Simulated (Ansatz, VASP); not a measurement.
**GaSb in VASP and in Ansatz**

The input INCAR:

```
SYSTEM = GaSb
ALGO = Normal ; EDIFF = 1E-6
ENCUT = 500 ; GGA = PE
GGA_COMPAT = .False. ; ISIF = 2
ISMEAR = -1 ; LASPH = .True.
LCHARG = .True. ; LELF = .True.
LREAL = .False. ; LVHAR = .True.
LWAVE = .False. ; NBANDS = 21
NELM = 120 ; PREC = Accurate
SIGMA = 0.02
```

File KPOINTS:

```
k-points
0
Gamma
  8 8 8
  0 0 0
```

File POSCAR:

```
GaSb
1.0
    0.0000000000      2.9818737211      2.9818737211
    2.9818737211      0.0000000000      2.9818737211
    2.9818737211      2.9818737211      0.0000000000
Ga Sb
1 1
Direct
    0.0000000000      0.0000000000      0.0000000000
    0.2500000000      0.2500000000      0.2500000000
```

Input for Ansatz:

```yaml
crystal:
  lattice:
    - [0.0, 2.9818737211, 2.9818737211]
    - [2.9818737211, 0.0, 2.9818737211]
    - [2.9818737211, 2.9818737211, 0.0]
  atoms:
    - { symbol: Ga, position: [0.0, 0.0, 0.0] }
    - { symbol: Sb, position: [0.25, 0.25, 0.25] }
kpoints:
  mp_grid: { grid: [8, 8, 8] }
  band_path:
    path:
      - [0.0, 0.0, 0.0]
      - [-0.5, -0.5, 0.0]
      - [-0.375, -0.375, 0.25]
      - [-0.375, 0.0, 0.375]
      - [0.0, 0.0, 0.5]
      - [-0.5, -0.25, 0.25]
    npoints: 1
hamiltonian:
  xc: pbe
scf:
  occupations: { method: fermi_dirac, width: 0.02 }
  n_extra_bands: 4
output:
  forces: true
  stress: true
  eigenvalues: true
```

Change from the starting cell: hydrostatic strain -2.7%.

Alike in both runs: task single point; functional PBE; k mesh 8 × 8 × 8; occupations fermi-dirac, width 0.02 eV; no spin polarisation.

```csv
,VASP,Ansatz
version,VASP 6.6.1,Ansatz 0.2.0
potentials or method,"VASP PAW PBE potentials, release 64 (Ga_d, Sb_d_GW)","plane waves, PAW"
plane-wave cutoff (eV),500,420
valence electrons in the cell,28,28
```

```csv
,VASP,Ansatz,Ansatz less VASP
pressure (GPa),7.4,7.4,-0.01
```

The functional is the same, so the differences come from potentials, cutoffs and numerics.

Spin-orbit coupling is off throughout.
